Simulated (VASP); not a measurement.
# Au (Fm-3m) in VASP: electric field gradients with PBEsol

Aim: the electric field gradients of Au with PBEsol.

Program: VASP 6.6.1. These are calculated values, not measurements. Logs are shortened: lines on timing, memory, paths and dates and some standing lists are left out, and cuts for length are marked.

**1. The cell of the first run**

The structure is cubic, space group Fm-3m (No. 225). The conventional cell has a = 4.078 Å, b = 4.078 Å, c = 4.078 Å, α = 90.00°, β = 90.00°, γ = 90.00°. Within 3.8 Å of Au (site symmetry m-3m) lie 12 Au at 2.88 Å.

**2. Electric field gradients, PBEsol**

File INCAR:

```
SYSTEM = Au
PREC = Accurate
ENCUT = 520
EDIFF = 1E-8
ISMEAR = 0
SIGMA = 0.1
LREAL = .FALSE.
LASPH = .TRUE.
NELM = 60
ALGO = Normal
ISIF = 2
LWAVE = .FALSE.
LCHARG = .FALSE.
GGA = PS
LEFG = .TRUE.
NBANDS = 12
```

File KPOINTS:

```
Automatic mesh
0
G
  18 18 18
  0 0 0
```

File POSCAR:

```
Au
1.0
    0.0000000000      2.0390000000      2.0390000000
    2.0390000000      0.0000000000      2.0390000000
    2.0390000000      2.0390000000      0.0000000000
Au
1
Direct
    0.0000000000      0.0000000000      0.0000000000
```

Potentials or basis: VASP PAW PBE potentials, release 64 (Au).

Run with:

```bash
$ cat potpaw_PBE.64/Au/POTCAR > POTCAR
$ mpirun -np 1 vasp_std > vasp.out
```

OUTCAR:

```text
SYSTEM = Au
   PREC = Accurate
   ENCUT = 520
   EDIFF = 1E-8
   ISMEAR = 0
   LREAL = .FALSE.
   LASPH = .TRUE.
   NELM = 60
   ISIF = 2
   GGA = PS

 ion  position               nearest neighbor table
   1  0.000  0.000  0.000-

  LATTYP: Found a face centered cubic cell.
 ALAT       =     4.0780000000

  Lattice vectors:

 A1 = (   0.0000000000,   2.0390000000,   2.0390000000)
 A2 = (   2.0390000000,   0.0000000000,   2.0390000000)
 A3 = (   2.0390000000,   2.0390000000,   0.0000000000)

Analysis of symmetry for initial positions (statically):
=====================================================================
 Subroutine PRICEL returns:
 Original cell was already a primitive cell.

 Routine SETGRP: Setting up the symmetry group for a
 face centered cubic supercell.

 Subroutine GETGRP returns: Found 48 space group operations
[... 9 lines left out ...]

 Routine SETGRP: Setting up the symmetry group for a
 face centered cubic supercell.

 Subroutine GETGRP returns: Found 48 space group operations
[... 11 lines left out ...]
                                     Primitive cell

  volume of cell :      16.9544

  direct lattice vectors                    reciprocal lattice vectors
     0.000000000  2.039000000  2.039000000    -0.245218244  0.245218244  0.245218244
     2.039000000  0.000000000  2.039000000     0.245218244 -0.245218244  0.245218244
     2.039000000  2.039000000  0.000000000     0.245218244  0.245218244 -0.245218244

  length of vectors
     2.883581454  2.883581454  2.883581454     0.424730458  0.424730458  0.424730458

  position of ions in fractional coordinates (direct lattice)
     0.000000000  0.000000000  0.000000000

  ion indices of the primitive-cell ions
   primitive index   ion index
                 1           1

----------------------------------------------------------------------------------------

 KPOINTS: Automatic mesh

Automatic generation of k-mesh.
 Grid dimensions read from file:
 generate k-points for:   18   18   18

 Generating k-lattice:

  Cartesian coordinates                     Fractional coordinates (reciprocal lattice)
    -0.013623236  0.013623236  0.013623236     0.055555556  0.000000000  0.000000000
     0.013623236 -0.013623236  0.013623236     0.000000000  0.055555556  0.000000000
     0.013623236  0.013623236 -0.013623236     0.000000000  0.000000000  0.055555556

  Length of vectors
     0.023596137  0.023596137  0.023596137

  Shift w.r.t. Gamma in fractional coordinates (k-lattice)
     0.000000000  0.000000000  0.000000000

 Subroutine IBZKPT returns following result:
 ===========================================

 Found    195 irreducible k-points:

 Following reciprocal coordinates:
            Coordinates               Weight
  0.000000  0.000000  0.000000      1.000000
  0.055556  0.000000  0.000000      8.000000
  0.111111  0.000000  0.000000      8.000000
  0.166667  0.000000  0.000000      8.000000
  0.222222  0.000000  0.000000      8.000000
  0.277778  0.000000  0.000000      8.000000
[... 16 lines left out ...]
 -0.277778  0.055556  0.000000     24.000000
 -0.222222  0.055556  0.000000     24.000000
 [... further k-points ...]
   k-points           NKPTS =    195   k-points in BZ     NKDIM =    195   number of bands    NBANDS=     12
   number of dos      NEDOS =    301   number of ions     NIONS =      1
   total plane-waves  NPLWV =  13824
   dimension x,y,z NGX =    24 NGY =   24 NGZ =   24
   dimension x,y,z NGXF=    48 NGYF=   48 NGZF=   48
   ions per type =               1
   NGX,Y,Z   is equivalent  to a cutoff of  13.84, 13.84, 13.84 a.u.
   NGXF,Y,Z  is equivalent  to a cutoff of  27.67, 27.67, 27.67 a.u.
 SYSTEM =  Au
   PREC   = accura    normal or accurate (medium, high low for compatibility)
   ISTART =      0    job   : 0-new  1-cont  2-samecut
   ICHARG =      2    charge: 1-file 2-atom 10-const
   ISPIN  =      1    spin polarized calculation?
   LNONCOLLINEAR =      F non collinear calculations
   LSORBIT =      F    spin-orbit coupling
   LASPH  =      T    aspherical Exc in radial PAW
   ENCUT  =  520.0 eV  38.22 Ry    6.18 a.u.   5.36  5.36  5.36*2*pi/ulx,y,z
   NELM   =     60;   NELMIN=  2; NELMDL= -5     # of ELM steps
   EDIFF  = 0.1E-07   stopping-criterion for ELM
   LREAL  =      F    real-space projection
   EDIFFG = 0.1E-06   stopping-criterion for IOM
   NSW    =      0    number of steps for IOM
   IBRION =     -1    ionic relax: 0-MD 1-quasi-New 2-CG
   NFREE  =      0    steps in history (QN), initial steepest desc. (CG)
   ISIF   =      2    stress and relaxation
   ISYM   =      2    0-nonsym 1-usesym 2-fastsym
   POTIM  = 0.5000    time-step for ionic-motion
   TEBEG  =    0.0;   TEEND  =   0.0 temperature during run
   PSTRESS=    0.0 pullay stress
   NELECT =      11.0000    total number of electrons
   NUPDOWN=      -1.0000    fix difference up-down
   EMIN   =  10.00;   EMAX   =-10.00  energy-range for DOS
   EFERMI =   0.00;   METHOD = LEGACY
   ISMEAR =     0;   SIGMA  =   0.10  broadening in eV -4-tet -1-fermi 0-gaus
   EFERMI_NEDOS =   21; number of points for ismear=-14 and -15
   IALGO  =     38    algorithm
   IMIX   =      4    mixing-type and parameters
     AMIX     =   0.40;   BMIX     =  1.00
     AMIX_MAG =   1.60;   BMIX_MAG =  1.00
  volume/ion in A,a.u.               =      16.95       114.41
  Fermi-wavevector in a.u.,A,eV,Ry     =   1.417246  2.678206 27.328466  2.008586
  Thomas-Fermi vector in A             =   2.538496
   LORBIT       =      0    0 simple, 1 ext, 2 COOP (PROOUT), +10 PAW based schemes
   GGA     = PS    functional components
   LHFCALC =     F    Hartree Fock is set to
   AEXX    =    0.0000 exact exchange contribution
   IVDW    =     0    specifies the selected vdW correction
   LEPSILON=     F    determine dielectric tensor
   LRPA    =     F    only Hartree local field effects (RPA)
 non-spin polarized calculation
 Gauss-broadening in eV      SIGMA  =   0.10
  energy-cutoff  :      520.00
  volume of cell :       16.95
 maximum number of plane-waves:       471
 NGX is ok and might be reduce to    24
   NGX = 11   NGY = 11   NGZ = 11

 number of electron      10.9999999 magnetization

 Free energy of the ion-electron system (eV)
  ---------------------------------------------------
  ext. energy  EPLUGINS =         0.00000000
  ---------------------------------------------------
  free energy    TOTEN  =        -3.92498930 eV

  energy without entropy =       -3.92355689  energy(sigma->0) =       -3.92427310

 E-fermi :   9.3362     XC(G=0): -12.9149

 val. band max:        9.3322684648   @ k =   0.5000   0.1667   0.0556
 cond. band min:       9.3427431394   @ k =   0.5000   0.2778   0.1111
 fundamental gap:      0.0104746746
 Fermi energy:         9.3362306913

 k-point     1 :       0.0000    0.0000    0.0000
  band No.  band energies     occupation
      1      -0.6113      2.00000
      2       4.6590      2.00000
      3       4.6590      2.00000
      4       4.6590      2.00000
      5       6.2031      2.00000
      6       6.2031      2.00000
      7      23.8572      0.00000
      8      27.8813      0.00000
      9      27.8813      0.00000
     10      27.8813      0.00000
     11      32.7640      0.00000
     12      37.4856      0.00000

 k-point     2 :       0.0556    0.0000    0.0000
  band No.  band energies     occupation
      1      -0.5028      2.00000
      2       4.6225      2.00000
      3       4.6969      2.00000
      4       4.6969      2.00000
      5       6.1855      2.00000
      6       6.1855      2.00000
      7      23.9880      0.00000
      8      27.1639      0.00000
      9      28.0120      0.00000
     10      28.0120      0.00000
     11      33.3855      0.00000
     12      36.1313      0.00000

 k-point     3 :       0.1111    0.0000    0.0000
  band No.  band energies     occupation
      1      -0.1859      2.00000
      2       4.5296      2.00000
      3       4.7960      2.00000
      4       4.7960      2.00000
      5       6.1495      2.00000
      6       6.1495      2.00000
      7      24.2877      0.00000
      8      25.6827      0.00000
      9      28.3819      0.00000
     10      28.3819      0.00000
     11      33.1810      0.00000
     12      35.4939      0.00000

 k-point     4 :       0.1667    0.0000    0.0000
  band No.  band energies     occupation
      1       0.3084      2.00000
      2       4.4321      2.00000
      3       4.9070      2.00000
      4       4.9070      2.00000
      5       6.1485      2.00000
      6       6.1485      2.00000
      7      23.5704      0.00000
      8      24.9679      0.00000
      9      28.9069      0.00000
     10      28.9069      0.00000
     11      31.7596      0.00000
     12      33.9963      0.00000

 k-point     5 :       0.2222    0.0000    0.0000
  band No.  band energies     occupation
      1       0.9074      2.00000
      2       4.4274      2.00000
      3       4.9553      2.00000
      4       4.9553      2.00000
      5       6.2587      2.00000
      6       6.2587      2.00000
      7      21.5990      0.00000
      8      25.0495      0.00000
      9      29.3408      0.00000
     10      29.3408      0.00000
     11      31.0600      0.00000
     12      32.7413      0.00000
[... 228 lines left out ...]
      1       2.0548      2.00000
      2       4.6518      2.00000
      3       4.7382      2.00000
      4       6.3312      2.00000
      5       7.0751      2.00000
      6       7.8641      2.00000
      7      14.5097      0.00000
      8      23.6627      0.00000
      9      26.1248      0.00000
     10      27.4072      0.00000
     11      33.3787      0.00000
     12      34.0488      0.00000

 k-point    22 :      -0.3333    0.0556    0.0000
  band No.  band energies     occupation
      1       1.9719      2.00000
      2       4.7468      2.00000
      3       4.8268      2.00000
      4       5.4623      2.00000
      5       6.7423      2.00000
      6       7.3310      2.00000
      7      16.5631      0.00000
      8      24.0668      0.00000
      9      26.6307      0.00000
     10      28.5524      0.00000
     11      32.2069      0.00000
     12      33.3630      0.00000

 k-point    23 :      -0.2778    0.0556    0.0000
  band No.  band energies     occupation
      1       1.7041      2.00000
      2       4.6828      2.00000
      3       4.9137      2.00000
      4       4.9327      2.00000
      5       6.3896      2.00000
      6       6.9265      2.00000
      7      18.7553      0.00000
      8      24.5638      0.00000
      9      27.3180      0.00000
     10      29.9511      0.00000
     11      30.9632      0.00000
     12      32.4685      0.00000

 k-point    24 :      -0.2222    0.0556    0.0000
  band No.  band energies     occupation
      1       1.1988      2.00000
      2       4.3783      2.00000
      3       4.9676      2.00000
      4       5.0072      2.00000
      5       6.1037      2.00000
      6       6.5921      2.00000
      7      20.9457      0.00000
      8      24.9591      0.00000
      9      27.9242      0.00000
     10      30.1825      0.00000
     11      30.8119      0.00000
     12      32.2461      0.00000

 [... further k-points ...]

------------------------ aborting loop because EDIFF is reached ----------------------------------------

  FORCE on cell =-STRESS in cart. coord.  units (eV):
  Direction    XX          YY          ZZ          XY          YZ          ZX
  --------------------------------------------------------------------------------------
  -------------------------------------------------------------------------------------
  Total        0.0470828      0.0470828      0.0470828     -0.0000000      0.0000000     -0.0000000
  in kB        4.4492927      4.4492927      4.4492927     -0.0000000      0.0000000     -0.0000000
  external PRESSURE =       4.4492927 kB  Pullay stress =       0.0000000 kB

 VOLUME and BASIS-vectors are now :
 -----------------------------------------------------------------------------
  energy-cutoff  :      520.00
  volume of cell :       16.95
      direct lattice vectors                 reciprocal lattice vectors
     0.000000000  2.039000000  2.039000000    -0.245218244  0.245218244  0.245218244
     2.039000000  0.000000000  2.039000000     0.245218244 -0.245218244  0.245218244
     2.039000000  2.039000000  0.000000000     0.245218244  0.245218244 -0.245218244

 POSITION                                       TOTAL-FORCE (eV/Angst)
 -----------------------------------------------------------------------------------
      0.00000      0.00000      0.00000         0.000000     -0.000000      0.000000
 -----------------------------------------------------------------------------------
    total drift:                               -0.000000      0.000000     -0.000000

  FREE ENERGIE OF THE ION-ELECTRON SYSTEM (eV)
  ---------------------------------------------------
  free  energy   TOTEN  =        -3.9249893039 eV

  energy  without entropy=       -3.9235568896  energy(sigma->0) =       -3.92427310

 Electric field gradients (V/A^2)
---------------------------------------------------------------------
 ion       V_xx      V_yy      V_zz      V_xy      V_xz      V_yz
---------------------------------------------------------------------
   1       0.000     0.000    -0.000     0.000     0.000     0.000
---------------------------------------------------------------------

 Electric field gradients after diagonalization (V/A^2)
 (convention: |V_zz| > |V_xx| > |V_yy|)
----------------------------------------------------------------------
 ion       V_xx      V_yy      V_zz     asymmetry (V_yy - V_xx)/ V_zz
----------------------------------------------------------------------
   1      -0.000    -0.000     0.000       0.000
----------------------------------------------------------------------

           NMR quadrupolar parameters

 Cq : quadrupolar parameter    Cq=e*Q*V_zz/h
 eta: asymmetry parameters     (V_yy - V_xx)/ V_zz
 Q  : nuclear electric quadrupole moment in mb (millibarn)
----------------------------------------------------------------------
 ion       Cq(MHz)       eta       Q (mb)
----------------------------------------------------------------------
   1       0.000       0.000       1.000
----------------------------------------------------------------------
```

Wall time 56 s (1 thread of Intel Xeon 8259CL, shared host); peak memory 0.17 GiB.

Results:

```
Free energy : -3.9250 eV
Pressure    : 0.4 GPa
```

Levels at points of the mesh, in eV from the Fermi level:
```
           k point  band 4  band 5  band 6  band 7  band 8  band 9
(0.00, 0.00, 0.00)   -4.68   -3.13   -3.13   14.52   18.55   18.55
(0.50, 0.00, 0.00)   -1.92   -1.92   -1.02    3.11   13.96   17.16
(0.50, 0.50, 0.00)   -1.59   -1.59    0.97    5.81   10.00   10.00
```

Caveat: without QUAD_EFG the Cq values of the log hold for a quadrupole moment of 1 mb, not for the nuclei; the PAW data sets were made with another functional, which shifts forces and pressure a little; spin-orbit coupling is left out, which moves the levels of the heavy elements.
